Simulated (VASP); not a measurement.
# Si16B (a cell with a defect) in VASP: further runs, part 2 of 2

VASP 6.6.1. Earlier steps stand in the parts before.

## Step 3: Single point, PBE+D3(BJ), collinear spin, zero start

INCAR reads:

```
  PREC = Accurate
  ENCUT = 520
  EDIFF = 1E-6
  ISMEAR = -1
  SIGMA = 0.05
  LREAL = Auto
  LASPH = True
  NELM = 150
  ALGO = Normal
  ISIF = 2
  LWAVE = False
  LCHARG = False
  ISPIN = 2
  MAGMOM = 0 0 0 0 0 0 0 0 0 0 0 0 0 0 0 0 0
  LORBIT = 11
  GGA = PE
  IVDW = 12
  NBANDS = 52
```

KPOINTS reads:

```
regular mesh
0
Gamma
  2 2 2
```

POSCAR reads:

```
Si16B
1.0
    0.0000000000      5.4300000000      5.4300000000
    5.4300000000      0.0000000000      5.4300000000
    5.4300000000      5.4300000000      0.0000000000
Si B
16 1
Direct
   -0.0125690608      0.0217771639      0.0074125230
    0.1426427256      0.1380939227      0.0983701657
    0.0421546961      0.0032228361      0.4810681400
    0.1392081031      0.1393554328      0.6246777164
   -0.0100460405      0.5099539595     -0.0219797422
    0.1063720074      0.6685267035      0.0821915285
   -0.0055709024      0.5195672192      0.4726795580
    0.1218324125      0.6441160221      0.6161786372
    0.4999355433      0.0376335175     -0.0201749540
    0.6211418048      0.2137200737      0.0640331492
    0.5228913444      0.0563535912      0.4486924494
    0.6388950276      0.1510128913      0.6153591160
    0.4750828729      0.5677163904     -0.0157090239
    0.6239502762      0.6601933702      0.1033241252
    0.5019521179      0.5231675875      0.4955985267
    0.6256537753      0.6578453039      0.5994106814
    0.8377992634      0.8486832413      0.4359208103
```

Potentials or basis: VASP PAW PBE potentials, release 64 (Si, B).

Started as:

```console
$ cat potpaw_PBE.64/Si/POTCAR potpaw_PBE.64/B/POTCAR > POTCAR
$ mpirun -np 1 vasp_std > vasp.out
```

Run time: 11 min. Hardware: 1 thread of Intel Xeon 6975P-C (Granite Rapids), shared host; peak memory 0.7 GiB.

Results (log left out):

- Free energy: -92.9685 eV
- Pressure: 0.1 GPa
- Largest force: 2.067 eV/Å
- Net moment: 0.00 μB per cell
- Valence electrons inside the program's atomic spheres: Si 1.70, 1.71, 1.66, 1.67, 1.68, 1.69, 1.64, 1.72 (each value once); B 1.64
- Dispersion energy per atom: -0.314 eV

Forces on the atoms (eV/Å):
```
Si   0.416 -0.904  0.481
Si   1.139  0.161 -0.670
Si   1.101 -1.537 -0.081
Si  -0.287  0.085  0.124
Si   0.414  0.589  0.419
Si  -0.332  1.016 -1.255
Si  -0.233  0.408  1.117
Si  -1.322 -0.310 -0.186
Si  -0.232  0.873  0.781
Si  -0.779  1.014 -1.624
Si  -0.097  0.063 -0.068
Si  -1.170  0.229  0.728
Si  -0.557 -1.325  0.546
Si   1.214  0.596 -0.212
Si  -0.766 -1.024 -0.085
Si   1.519  0.282 -0.053
B   -0.027 -0.216  0.039
```

Stress tensor (GPa, compression positive):
```
 0.09 -0.97  1.14
-0.97 -0.34  0.10
 1.14  0.10  0.68
```

Levels at points of the mesh, in eV from the Fermi level:
Spin up:
```tsv
k point	band 29	band 30	band 31	band 32	band 33	band 34	band 35	band 36	band 37	band 38
(0.00, 0.00, 0.00)	-1.45	-1.35	-0.84	-0.65	-0.43	-0.17	0.01	0.17	0.34	0.38
(0.50, 0.00, 0.00)	-1.53	-1.42	-1.25	-1.03	-0.92	-0.04	0.35	0.88	1.04	1.21
(0.00, 0.50, 0.00)	-1.64	-1.30	-1.12	-0.98	-0.85	-0.16	0.39	0.99	1.08	1.26
(0.00, 0.00, 0.50)	-1.53	-1.43	-1.28	-1.21	-0.93	0.03	0.64	0.76	0.91	1.08
(0.50, 0.50, 0.50)	-1.84	-1.27	-1.14	-1.05	-0.92	0.13	0.37	0.91	1.04	1.20
(0.50, 0.50, 0.00)	-2.11	-1.81	-1.68	-1.53	-0.50	0.26	0.77	1.12	1.17	1.37
(0.00, 0.50, 0.50)	-2.08	-1.79	-1.73	-1.54	-0.53	0.03	0.69	1.09	1.33	1.56
(0.50, 0.00, 0.50)	-2.09	-1.87	-1.69	-1.57	-0.50	0.11	0.60	1.14	1.28	1.60
```
Spin down:
```tsv
k point	band 31	band 32	band 33	band 34	band 35	band 36
(0.00, 0.00, 0.00)	-0.84	-0.65	-0.43	-0.17	0.01	0.17
(0.50, 0.00, 0.00)	-1.25	-1.03	-0.92	-0.04	0.35	0.88
(0.00, 0.50, 0.00)	-1.12	-0.98	-0.85	-0.16	0.39	0.99
(0.00, 0.00, 0.50)	-1.28	-1.21	-0.93	0.03	0.64	0.76
(0.50, 0.50, 0.50)	-1.14	-1.05	-0.92	0.13	0.37	0.91
(0.50, 0.50, 0.00)	-1.68	-1.53	-0.50	0.26	0.77	1.12
(0.00, 0.50, 0.50)	-1.73	-1.54	-0.53	0.03	0.69	1.09
(0.50, 0.00, 0.50)	-1.69	-1.57	-0.50	0.11	0.60	1.14
```

Caveat: the k points lie up to 0.50 Å⁻¹ apart; no moment was typed at the start, so none could form.

## Step 4: Single point, PBE+D3(BJ), collinear spin, zero start

INCAR reads:

```
PREC = Accurate
ENCUT = 520
EDIFF = 1E-6
ISMEAR = -1
SIGMA = 0.05
LREAL = Auto
LASPH = True
NELM = 150
ALGO = Normal
ISIF = 2
LWAVE = False
LCHARG = True
ISPIN = 2
MAGMOM = 0 0 0 0 0 0 0 0 0 0 0 0 0 0 0 0 0
LORBIT = 11
GGA = PE
IVDW = 12
LELF = True
LVHAR = True
NBANDS = 52
```

KPOINTS is that of step 3.

POSCAR reads:

```
Si16B
1.0
    0.0000000000      5.4300000000      5.4300000000
    5.4300000000      0.0000000000      5.4300000000
    5.4300000000      5.4300000000      0.0000000000
Si B
16 1
Direct
   -0.0205801105      0.0597513812     -0.0230110497
    0.1093001842      0.1844014733      0.0901289134
    0.0504788214      0.0160957643      0.4747882136
    0.1362983425      0.1561878453      0.6007734807
   -0.0060036832      0.5527071823     -0.0398710866
    0.1609760589      0.7046224678      0.0037937385
    0.0586003683      0.5238305709      0.4028545120
    0.1293278085      0.6470073665      0.5995488029
    0.4838766114      0.0732688766     -0.0431215470
    0.5961325967      0.1852117864      0.1111233886
    0.5468968692      0.0155893186      0.4799539595
    0.6678176796      0.1491436464      0.5857734807
    0.5166390424      0.5654788214     -0.0205616943
    0.6296500921      0.6906445672      0.0993554328
    0.4985727440      0.5205064457      0.4875230203
    0.6384898711      0.6121178637      0.6255432781
    0.8376611418      0.7989502762      0.3910128913
```

Started as:

```console
$ cat potpaw_PBE.64/Si/POTCAR potpaw_PBE.64/B/POTCAR > POTCAR
$ mpirun -np 1 vasp_std > vasp.out
```

Run time: 12 min. Hardware: 1 thread of Intel Xeon 6975P-C (Granite Rapids), shared host; peak memory 0.71 GiB.

The run converged. Its results:

| Quantity | Value |
| --- | --- |
| Free energy | -92.8148 eV |
| Pressure | 0.0 GPa |
| Largest force | 2.141 eV/Å |
| Net moment | 0.00 μB per cell |
| Valence electrons inside the program's atomic spheres | Si 1.68, 1.69, 1.72, 1.66, 1.67, 1.71, 1.70 (each value once); B 1.76 |
| Dispersion energy per atom | -0.314 eV |

Forces in eV/Å, atoms in the order of the input:
```
Si   0.152 -0.640 -0.318
Si   0.078  1.240 -0.280
Si  -0.626 -1.894 -0.777
Si   0.508  1.053  0.862
Si   0.077  0.448 -0.072
Si   0.530  0.813 -0.532
Si   0.286  0.327  0.393
Si  -0.898 -1.131  0.293
Si  -0.262  0.680  0.048
Si  -0.284  0.088  0.401
Si  -0.518 -0.944 -0.537
Si   0.604  0.468  0.329
Si  -0.955 -0.374 -1.130
Si   1.549  0.182  0.021
Si  -0.622  0.023  0.780
Si  -0.239 -0.204  0.832
B    0.621 -0.135 -0.314
```

Stress tensor (GPa, compression positive):
```
 0.08  1.31  1.89
 1.31 -1.12  0.90
 1.89  0.90  1.02
```

Levels at points of the mesh, in eV from the Fermi level:
Spin up:
| k point | band 29 | band 30 | band 31 | band 32 | band 33 | band 34 | band 35 | band 36 | band 37 | band 38 |
| --- | --- | --- | --- | --- | --- | --- | --- | --- | --- | --- |
| (0.00, 0.00, 0.00) | -1.44 | -1.33 | -1.14 | -0.88 | -0.49 | -0.18 | -0.11 | 0.21 | 0.26 | 0.37 |
| (0.50, 0.00, 0.00) | -1.55 | -1.39 | -1.20 | -1.02 | -0.89 | 0.18 | 0.40 | 0.46 | 0.90 | 1.06 |
| (0.00, 0.50, 0.00) | -1.57 | -1.42 | -1.27 | -1.14 | -0.83 | -0.03 | 0.36 | 0.79 | 1.03 | 1.13 |
| (0.00, 0.00, 0.50) | -1.61 | -1.58 | -1.25 | -1.20 | -0.50 | 0.23 | 0.56 | 0.65 | 0.93 | 1.12 |
| (0.50, 0.50, 0.50) | -1.72 | -1.43 | -1.22 | -1.02 | -0.84 | 0.27 | 0.52 | 0.88 | 1.00 | 1.05 |
| (0.50, 0.50, 0.00) | -2.02 | -1.79 | -1.74 | -1.59 | -0.26 | 0.49 | 0.94 | 1.11 | 1.35 | 1.57 |
| (0.00, 0.50, 0.50) | -1.92 | -1.79 | -1.62 | -1.45 | -0.44 | 0.02 | 0.79 | 0.97 | 1.36 | 1.61 |
| (0.50, 0.00, 0.50) | -2.00 | -1.77 | -1.61 | -1.51 | -0.58 | -0.34 | 0.99 | 1.21 | 1.47 | 1.79 |
Spin down:
| k point | band 31 | band 32 | band 33 | band 34 | band 35 | band 36 |
| --- | --- | --- | --- | --- | --- | --- |
| (0.00, 0.00, 0.00) | -1.14 | -0.88 | -0.49 | -0.18 | -0.11 | 0.21 |
| (0.50, 0.00, 0.00) | -1.20 | -1.02 | -0.89 | 0.18 | 0.40 | 0.46 |
| (0.00, 0.50, 0.00) | -1.27 | -1.14 | -0.83 | -0.03 | 0.36 | 0.79 |
| (0.00, 0.00, 0.50) | -1.25 | -1.20 | -0.50 | 0.23 | 0.56 | 0.65 |
| (0.50, 0.50, 0.50) | -1.22 | -1.02 | -0.85 | 0.27 | 0.52 | 0.88 |
| (0.50, 0.50, 0.00) | -1.74 | -1.59 | -0.26 | 0.49 | 0.94 | 1.11 |
| (0.00, 0.50, 0.50) | -1.62 | -1.45 | -0.44 | 0.02 | 0.79 | 0.97 |
| (0.50, 0.00, 0.50) | -1.61 | -1.51 | -0.58 | -0.34 | 0.99 | 1.21 |

Caveat: the k points lie up to 0.50 Å⁻¹ apart; no moment was typed at the start, so none could form.

## Step 5: The runs side by side

```tsv
cell	gap on the mesh (eV)	pressure (GPa)	moment (μB)	largest force (eV/Å)
as given, atomic positions A	none	-0.1	0.00	1.66
as given, atomic positions B	none	0.1	0.00	2.07
as given, atomic positions C	none	0.0	0.00	2.14
```

Alike in all rows: task single point; level PBE+D3(BJ); potentials or basis VASP PAW PBE potentials, release 64 (Si, B); spin collinear, zero start; k mesh 2 × 2 × 2; cutoff (eV) 520; smearing fermi-dirac 0.05 eV.

Caveats: all runs use coarse meshes; no moment was typed at the start, so none could form.

Absolute energies hang on the potentials; compare differences alone.
